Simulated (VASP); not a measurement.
# Cu (I4/mmm) in VASP: single point with LDA

Aim: the single point of Cu with LDA.

Everything below comes from runs of VASP 6.6.1. Logs are shortened: lines on timing, memory, paths and dates and some standing lists are left out, and cuts for length are marked.

## Step 1: The cell of the first run

It takes space group I4/mmm (No. 139, tetragonal). The conventional cell has a = 2.967 Å, b = 2.967 Å, c = 2.603 Å, α = 90.00°, β = 90.00°, γ = 90.00°. Cu (site symmetry 4/mmm) has 14 Cu at 2.47 to 2.97 Å within 3.3 Å.

## Step 2: Single point, LDA

File INCAR:

```
PREC = Accurate
ENCUT = 820
EDIFF = 1E-6
ISMEAR = 0
SIGMA = 0.15
LREAL = False
LASPH = True
NELM = 120
ALGO = Normal
ISIF = 2
LWAVE = False
LCHARG = False
GGA = CA
NBANDS = 16
GGA_COMPAT = False
```

File KPOINTS:

```
regular mesh
0
Gamma
  26 26 26
```

File POSCAR:

```
Cu
1.0
   -1.4834566068      1.4834566068      1.3016753842
    1.4834566068     -1.4834566068      1.3016753842
    1.4834566068      1.4834566068     -1.3016753842
Cu
1
Direct
    0.0000000000      0.0000000000      0.0000000000
```

Potentials or basis: VASP PAW LDA potentials, release 64 (Cu_sv_GW).

On the command line:

```sh
$ cat potpaw_LDA.64/Cu_sv_GW/POTCAR > POTCAR
$ mpirun -np 1 vasp_std > vasp.out
```

OUTCAR:

```text
PREC = Accurate
   ENCUT = 820
   EDIFF = 1E-6
   ISMEAR = 0
   LREAL = False
   LASPH = True
   NELM = 120
   ISIF = 2
   GGA = CA

 ion  position               nearest neighbor table
   1  0.000  0.000  0.000-

  LATTYP: Found a body centered tetragonal cell.
 ALAT       =     2.9669132136
 C/A-ratio  =     0.8774610449

  Lattice vectors:

 A1 = (  -1.4834566068,   1.4834566068,   1.3016753842)
 A2 = (   1.4834566068,  -1.4834566068,   1.3016753842)
 A3 = (   1.4834566068,   1.4834566068,  -1.3016753842)

Analysis of symmetry for initial positions (statically):
=====================================================================
 Subroutine PRICEL returns:
 Original cell was already a primitive cell.

 Routine SETGRP: Setting up the symmetry group for a
 body centered tetragonal supercell.

 Subroutine GETGRP returns: Found 16 space group operations
 (whereof 16 operations were pure point group operations)
 out of a pool of 16 trial point group operations.

The static configuration has the point symmetry D_4h.

Analysis of symmetry for dynamics (positions and initial velocities):
=====================================================================
 Subroutine PRICEL returns:
 Original cell was already a primitive cell.

 Routine SETGRP: Setting up the symmetry group for a
 body centered tetragonal supercell.

 Subroutine GETGRP returns: Found 16 space group operations
 (whereof 16 operations were pure point group operations)
 out of a pool of 16 trial point group operations.

The dynamic configuration has the point symmetry D_4h.

 Subroutine INISYM returns: Found 16 space group operations
 (whereof 16 operations are pure point group operations),
 and found     1 'primitive' translations

----------------------------------------------------------------------------------------

                                     Primitive cell

  volume of cell :      11.4581

  direct lattice vectors                    reciprocal lattice vectors
    -1.483456607  1.483456607  1.301675384     0.000000000  0.337050641  0.384120347
     1.483456607 -1.483456607  1.301675384     0.337050641  0.000000000  0.384120347
     1.483456607  1.483456607 -1.301675384     0.337050641  0.337050641  0.000000000

  length of vectors
     2.468936171  2.468936171  2.468936171     0.511029916  0.511029916  0.476661588

  position of ions in fractional coordinates (direct lattice)
     0.000000000  0.000000000  0.000000000

  ion indices of the primitive-cell ions
   primitive index   ion index
                 1           1

----------------------------------------------------------------------------------------

 KPOINTS: regular mesh

Automatic generation of k-mesh.
 Grid dimensions read from file:
 generate k-points for:   26   26   26

 Generating k-lattice:

  Cartesian coordinates                     Fractional coordinates (reciprocal lattice)
     0.000000000  0.012963486  0.014773859     0.038461538  0.000000000 -0.000000000
     0.012963486  0.000000000  0.014773859     0.000000000  0.038461538 -0.000000000
     0.012963486  0.012963486  0.000000000     0.000000000  0.000000000  0.038461538

  Length of vectors
     0.019654997  0.019654997  0.018333138

  Shift w.r.t. Gamma in fractional coordinates (k-lattice)
     0.000000000  0.000000000  0.000000000

 Subroutine IBZKPT returns following result:
 ===========================================

 Found   1330 irreducible k-points:

 Following reciprocal coordinates:
            Coordinates               Weight
  0.000000  0.000000  0.000000      1.000000
  0.038462  0.000000 -0.000000      8.000000
  0.076923  0.000000 -0.000000      8.000000
  0.115385  0.000000 -0.000000      8.000000
  0.153846  0.000000  0.000000      8.000000
  0.192308 -0.000000  0.000000      8.000000
[... 16 lines left out ...]
  0.346154  0.038462 -0.000000     16.000000
  0.384615  0.038462  0.000000     16.000000
 [... further k-points ...]
   k-points           NKPTS =   1330   k-points in BZ     NKDIM =   1330   number of bands    NBANDS=     16
   number of dos      NEDOS =    301   number of ions     NIONS =      1
   total plane-waves  NPLWV =  13824
   dimension x,y,z NGX =    24 NGY =   24 NGZ =   24
   dimension x,y,z NGXF=    48 NGYF=   48 NGZF=   48
   ions per type =               1
   NGX,Y,Z   is equivalent  to a cutoff of  16.16, 16.16, 16.16 a.u.
   NGXF,Y,Z  is equivalent  to a cutoff of  32.32, 32.32, 32.32 a.u.
 SYSTEM =  unknown system
   PREC   = accura    normal or accurate (medium, high low for compatibility)
   ISTART =      0    job   : 0-new  1-cont  2-samecut
   ICHARG =      2    charge: 1-file 2-atom 10-const
   ISPIN  =      1    spin polarized calculation?
   LNONCOLLINEAR =      F non collinear calculations
   LSORBIT =      F    spin-orbit coupling
   LASPH  =      T    aspherical Exc in radial PAW
   ENCUT  =  820.0 eV  60.27 Ry    7.76 a.u.   5.76  5.76  5.76*2*pi/ulx,y,z
   NELM   =    120;   NELMIN=  2; NELMDL= -5     # of ELM steps
   EDIFF  = 0.1E-05   stopping-criterion for ELM
   LREAL  =      F    real-space projection
   EDIFFG = 0.1E-04   stopping-criterion for IOM
   NSW    =      0    number of steps for IOM
   IBRION =     -1    ionic relax: 0-MD 1-quasi-New 2-CG
   NFREE  =      0    steps in history (QN), initial steepest desc. (CG)
   ISIF   =      2    stress and relaxation
   ISYM   =      2    0-nonsym 1-usesym 2-fastsym
   POTIM  = 0.5000    time-step for ionic-motion
   TEBEG  =    0.0;   TEEND  =   0.0 temperature during run
   PSTRESS=    0.0 pullay stress
   NELECT =      19.0000    total number of electrons
   NUPDOWN=      -1.0000    fix difference up-down
   EMIN   =  10.00;   EMAX   =-10.00  energy-range for DOS
   EFERMI =   0.00;   METHOD = LEGACY
   ISMEAR =     0;   SIGMA  =   0.15  broadening in eV -4-tet -1-fermi 0-gaus
   EFERMI_NEDOS =   21; number of points for ismear=-14 and -15
   IALGO  =     38    algorithm
   IMIX   =      4    mixing-type and parameters
     AMIX     =   0.40;   BMIX     =  1.00
     AMIX_MAG =   1.60;   BMIX_MAG =  1.00
  volume/ion in A,a.u.               =      11.46        77.32
  Fermi-wavevector in a.u.,A,eV,Ry     =   1.937709  3.661739 51.086019  3.754716
  Thomas-Fermi vector in A             =   2.968234
   LORBIT       =      0    0 simple, 1 ext, 2 COOP (PROOUT), +10 PAW based schemes
   GGA     = CA    functional components
   LHFCALC =     F    Hartree Fock is set to
   AEXX    =    0.0000 exact exchange contribution
   IVDW    =     0    specifies the selected vdW correction
   LEPSILON=     F    determine dielectric tensor
   LRPA    =     F    only Hartree local field effects (RPA)
 non-spin polarized calculation
 Gauss-broadening in eV      SIGMA  =   0.15
  energy-cutoff  :      820.00
  volume of cell :       11.46
 maximum number of plane-waves:       624
   NGX = 11   NGY = 11   NGZ = 11

 number of electron      18.9999998 magnetization

 Free energy of the ion-electron system (eV)
  ---------------------------------------------------
  ext. energy  EPLUGINS =         0.00000000
  ---------------------------------------------------
  free energy    TOTEN  =        -4.80889598 eV

  energy without entropy =       -4.80469321  energy(sigma->0) =       -4.80679460

 E-fermi :   7.5874     XC(G=0): -14.0168

 val. band max:        7.5864214150   @ k =   0.1923   0.1538   0.1538
 cond. band min:       7.5918312605   @ k =   0.5000   0.1538   0.1154
 fundamental gap:      0.0054098455
 Fermi energy:         7.5874414020

 k-point     1 :       0.0000    0.0000    0.0000
  band No.  band energies     occupation
      1    -104.0103      2.00000
      2     -61.9072      2.00000
      3     -61.8933      2.00000
      4     -61.8933      2.00000
      5      -2.0622      2.00000
      6       4.0047      2.00000
[... 8 lines left out ...]
     15      35.5983      0.00000
     16      36.6868      0.00000

 k-point     2 :       0.0385    0.0000   -0.0000
  band No.  band energies     occupation
      1    -104.0100      2.00000
      2     -61.9085      2.00000
      3     -61.8942      2.00000
      4     -61.8940      2.00000
      5      -2.0005      2.00000
      6       4.0139      2.00000
[... 8 lines left out ...]
     15      35.6279      0.00000
     16      36.1008      0.00000

 k-point     3 :       0.0769    0.0000   -0.0000
  band No.  band energies     occupation
      1    -104.0093      2.00000
      2     -61.9130      2.00000
      3     -61.8962      2.00000
      4     -61.8960      2.00000
      5      -1.8164      2.00000
      6       4.0341      2.00000
[... 8 lines left out ...]
     15      35.3002      0.00000
     16      35.8881      0.00000

 k-point     4 :       0.1154    0.0000   -0.0000
  band No.  band energies     occupation
      1    -104.0078      2.00000
      2     -61.9208      2.00000
      3     -61.8994      2.00000
      4     -61.8977      2.00000
      5      -1.5133      2.00000
      6       4.0438      2.00000
[... 8 lines left out ...]
     15      34.5414      0.00000
     16      36.1585      0.00000
[... 324 lines left out ...]
 k-point    22 :       0.3077    0.0385    0.0000
  band No.  band energies     occupation
      1    -103.9952      2.00000
      2     -62.0002      2.00000
      3     -61.9282      2.00000
      4     -61.9065      2.00000
      5       1.6288      2.00000
      6       3.6302      2.00000
[... 8 lines left out ...]
     15      31.9065      0.00000
     16      37.9970      0.00000

 k-point    23 :       0.3462    0.0385   -0.0000
  band No.  band energies     occupation
      1    -103.9933      2.00000
      2     -62.0127      2.00000
      3     -61.9330      2.00000
      4     -61.9076      2.00000
      5       2.0325      2.00000
      6       3.5449      2.00000
[... 8 lines left out ...]
     15      31.7714      0.00000
     16      38.5573      0.00000

 k-point    24 :       0.3846    0.0385    0.0000
  band No.  band energies     occupation
      1    -103.9916      2.00000
      2     -62.0224      2.00000
      3     -61.9369      2.00000
      4     -61.9082      2.00000
      5       2.2521      2.00000
      6       3.4767      2.00000
[... 8 lines left out ...]
     15      31.7006      0.00000
     16      39.1127      0.00000

 [... further k-points ...]

------------------------ aborting loop because EDIFF is reached ----------------------------------------

  FORCE on cell =-STRESS in cart. coord.  units (eV):
  Direction    XX          YY          ZZ          XY          YZ          ZX
  --------------------------------------------------------------------------------------
  -------------------------------------------------------------------------------------
  Total       -0.6118635     -0.6118635     -0.4884396      0.0000000      0.0000000      0.0000000
  in kB      -85.5564478    -85.5564478    -68.2981646      0.0000000      0.0000000      0.0000000
  external PRESSURE =     -79.8036867 kB  Pullay stress =       0.0000000 kB

 VOLUME and BASIS-vectors are now :
 -----------------------------------------------------------------------------
  energy-cutoff  :      820.00
  volume of cell :       11.46
      direct lattice vectors                 reciprocal lattice vectors
    -1.483456607  1.483456607  1.301675384     0.000000000  0.337050641  0.384120347
     1.483456607 -1.483456607  1.301675384     0.337050641  0.000000000  0.384120347
     1.483456607  1.483456607 -1.301675384     0.337050641  0.337050641  0.000000000

 POSITION                                       TOTAL-FORCE (eV/Angst)
 -----------------------------------------------------------------------------------
      0.00000      0.00000      0.00000         0.000000     -0.000000      0.000000
 -----------------------------------------------------------------------------------
    total drift:                                0.000000      0.000000     -0.000000

  FREE ENERGIE OF THE ION-ELECTRON SYSTEM (eV)
  ---------------------------------------------------
  free  energy   TOTEN  =        -4.8088959849 eV

  energy  without entropy=       -4.8046932108  energy(sigma->0) =       -4.80679460
```

It took 2.6 min on 1 thread of Intel Xeon Platinum 8488C (Sapphire Rapids), shared host; peak memory 0.63 GiB.

Results:

```yaml
Free_energy: -4.8089 eV
Pressure: -8.0 GPa
Band_gap_on_the_k_mesh: zero (an odd number of electrons rules out a gap without spin polarisation)
```

Stress tensor (GPa, compression positive):
```
-8.56  0.00  0.00
 0.00 -8.56  0.00
 0.00  0.00 -6.83
```

Caveat: the cell stands under tension.
